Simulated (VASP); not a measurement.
# SrErAs3 (Pm-3m) in VASP: a series of runs, part 2 of 2

VASP 6.6.1. The steps go on from the part before.

### Step 4. Relaxation of cell and atoms, PBE

Contents of INCAR:

```
ALGO     = Normal         # electronic algorithm
EDIFF    = 1E-7           # SCF threshold, eV
EDIFFG   = -0.04          # ionic threshold
ENCUT    = 500            # plane-wave cutoff, eV
GGA      = PE             # functional
GGA_COMPAT= False        
IBRION   = 2              # ionic algorithm
ISIF     = 3              # what is computed and relaxed
ISMEAR   = 0              # smearing method
LASPH    = True           # aspherical terms in the spheres
LCHARG   = False          # write CHGCAR
LMAXMIX  = 6              # l up to which the mixer works
LREAL    = False          # projectors in reciprocal space
LWAVE    = False          # write WAVECAR
NELM     = 200            # most SCF steps
NELMIN   = 4            
NSW      = 90             # ionic steps
PREC     = Accurate       # precision mode
SIGMA    = 0.1            # smearing width, eV
```

Contents of KPOINTS:

```
k-points
0
Gamma
  4 4 4
```

Contents of POSCAR:

```
SrErAs3
1.0
    5.2062189000      0.0000000000      0.0000000000
    0.0000000000      5.2062189000      0.0000000000
    0.0000000000      0.0000000000      5.2062189000
Sr Er As
1 1 3
Direct
    0.0000000000      0.0000000000      0.0000000000
    0.5000000000      0.5000000000      0.5000000000
    0.5000000000      0.0000000000      0.0000000000
    0.0000000000      0.5000000000      0.0000000000
    0.0000000000      0.0000000000      0.5000000000
```

Potentials or basis: VASP PAW PBE potentials, release 64 (Sr_sv, Er_3, As), 4f in core.

Launch:

```console
cat potpaw_PBE.64/Sr_sv/POTCAR potpaw_PBE.64/Er_3/POTCAR potpaw_PBE.64/As/POTCAR > POTCAR
mpirun -np 1 vasp_std > vasp.out
```

OUTCAR:

```text
EDIFF = 1E-7
   EDIFFG = -0.04
   ENCUT = 500
   GGA = PE
   IBRION = 2
   ISIF = 3
   ISMEAR = 0
   LASPH = True
   LREAL = False
   NELM = 200
   NELMIN = 4
   NSW = 90
   PREC = Accurate

 ion  position               nearest neighbor table
   1  0.000  0.000  0.000-   3 2.60   4 2.60   5 2.60   5 2.60   4 2.60   3 2.60
   2  0.500  0.500  0.500-
   3  0.500  0.000  0.000-   1 2.60   1 2.60
   4  0.000  0.500  0.000-   1 2.60   1 2.60
   5  0.000  0.000  0.500-   1 2.60   1 2.60

  LATTYP: Found a simple cubic cell.
 ALAT       =     5.2062189000

  Lattice vectors:

 A1 = (   5.2062189000,   0.0000000000,   0.0000000000)
 A2 = (   0.0000000000,   5.2062189000,   0.0000000000)
 A3 = (   0.0000000000,   0.0000000000,   5.2062189000)
[... 174 lines left out ...]
  --------------------------------------------------------------------------------------
  -------------------------------------------------------------------------------------
  Total        4.4444656      4.4444656      4.4444656      0.0000000     -0.0000000      0.0000000
  in kB       50.4618139     50.4618139     50.4618139      0.0000000     -0.0000000      0.0000000
  external PRESSURE =      50.4618139 kB  Pullay stress =       0.0000000 kB
[... 65 lines left out ...]
--------------------------------------- Ionic step        3  -------------------------------------------

 number of electron      34.0000007 magnetization

 Free energy of the ion-electron system (eV)
  ---------------------------------------------------
  ext. energy  EPLUGINS =         0.00000000
  ---------------------------------------------------
  free energy    TOTEN  =       -17.62288390 eV

  energy without entropy =      -17.59777016  energy(sigma->0) =      -17.61032703

 E-fermi :   2.3114     XC(G=0):  -8.8237

 val. band max:        2.2807062681   @ k =   0.5000   0.5000   0.2500
 cond. band min:       2.3263731457   @ k =   0.5000   0.2500   0.0000
 fundamental gap:      0.0456668776
 Fermi energy:         2.3114041214

 k-point     1 :       0.0000    0.0000    0.0000
  band No.  band energies     occupation
      1     -31.3173      2.00000
      2     -24.7274      2.00000
      3     -24.7274      2.00000
      4     -24.7274      2.00000
      5     -13.7706      2.00000
      6     -13.7706      2.00000
[... 261 lines left out ...]
  FREE ENERGIE OF THE ION-ELECTRON SYSTEM (eV)
  ---------------------------------------------------
  free  energy   TOTEN  =       -17.6228838997 eV

  energy  without entropy=      -17.5977701566  energy(sigma->0) =      -17.61032703

 reached required accuracy - stopping structural energy minimisation
```

OSZICAR:

```text
N       E                     dE             d eps       ncg     rms          rms(c)
DAV:   1     0.186893884223E+03    0.18689E+03   -0.14856E+04   630   0.144E+03
DAV:   2    -0.215195363122E+01   -0.18905E+03   -0.18289E+03   688   0.362E+02
DAV:   3    -0.191024307766E+02   -0.16950E+02   -0.16403E+02   676   0.776E+01
[... 34 lines left out ...]
DAV:   7    -0.176228773510E+02   -0.41778E-05   -0.61900E-05   768   0.521E-02    0.183E-02
DAV:   8    -0.176228831127E+02   -0.57617E-05   -0.11232E-05   646   0.178E-02    0.151E-02
DAV:   9    -0.176228840313E+02   -0.91864E-06   -0.39874E-06   710   0.110E-02    0.289E-03
DAV:  10    -0.176228838826E+02    0.14867E-06   -0.39038E-07   477   0.461E-03    0.133E-03
DAV:  11    -0.176228838997E+02   -0.17063E-07   -0.26701E-08   273   0.150E-03
   3 F= -.17622884E+02 E0= -.17610327E+02  d E =-.240514E+00
```

It took 78 s on 1 thread of Intel Xeon 6975P-C (Granite Rapids), shared host; peak memory 0.27 GiB.

What came out:

```
Free energy                           : -17.6229 eV
Relaxed volume                        : 31.58 Å³/atom
Relaxed cell                          : a = 5.405 Å, b = 5.405 Å, c = 5.405 Å, α = 90.00°, β = 90.00°, γ = 90.00°
Space group after relaxing (to 0.1 Å) : Pm-3m (No. 221)
Energy gained by relaxing             : 48.1 meV/atom
Ionic steps                           : 3
Pressure after relaxing               : 0.0 GPa
Band gap on the k mesh                : zero (bands 17 and 18 overlap by 0.17 eV)
```

The path:
| step | energy change (eV) | largest force (eV/Å) | pressure (GPa) | volume (Å³) |
| --- | --- | --- | --- | --- |
| 1 | 0.0000 | 0.0000 | 5.05 | 141.11 |
| 2 | -0.2376 | 0.0000 | -0.44 | 160.06 |
| 3 | -0.2405 | 0.0000 | 0.02 | 157.92 |

Final structure:
```cif
data_structure
_symmetry_space_group_name_H-M 'P 1'
_symmetry_Int_Tables_number 1
_cell_length_a 5.4052
_cell_length_b 5.4052
_cell_length_c 5.4052
_cell_angle_alpha 90.000
_cell_angle_beta 90.000
_cell_angle_gamma 90.000
_cell_volume 157.92
loop_
_atom_site_label
_atom_site_type_symbol
_atom_site_fract_x
_atom_site_fract_y
_atom_site_fract_z
_atom_site_occupancy
Sr1 Sr 0.00000 0.00000 0.00000 1
Er1 Er 0.50000 0.50000 0.50000 1
As1 As 0.50000 0.00000 0.00000 1
As2 As 0.00000 0.50000 0.00000 1
As3 As 0.00000 0.00000 0.50000 1
```

Caveat: spin-orbit coupling is left out, which moves the levels of the heavy elements; the 4f electrons are frozen in the core, so they carry no moment and show no levels. Spin polarisation is off, so any magnetic state and its effect on volume and gap are missing.

### Step 5. Summary

```csv
task,cell,gap on the mesh (eV),pressure (GPa)
single point,"a = 5.206 Å, 5 atoms",none,5.0
single point,"a = 5.402 Å, 5 atoms",none,0.1
relaxation of cell and atoms,"relaxed from a = 5.206 Å, 5 atoms",none,0.0
```

Alike in all rows: level PBE; potentials or basis VASP PAW PBE potentials, release 64 (Sr_sv, Er_3, As), 4f in core; no spin polarisation; k mesh 4 × 4 × 4; cutoff (eV) 500; smearing gaussian 0.1 eV.

Caveats: spin-orbit coupling is left out, which moves the levels of the heavy elements; the 4f electrons are frozen in the core, so they carry no moment and show no levels; the cell stands under pressure (at least some runs).

Absolute energies hang on the potentials; compare differences alone.
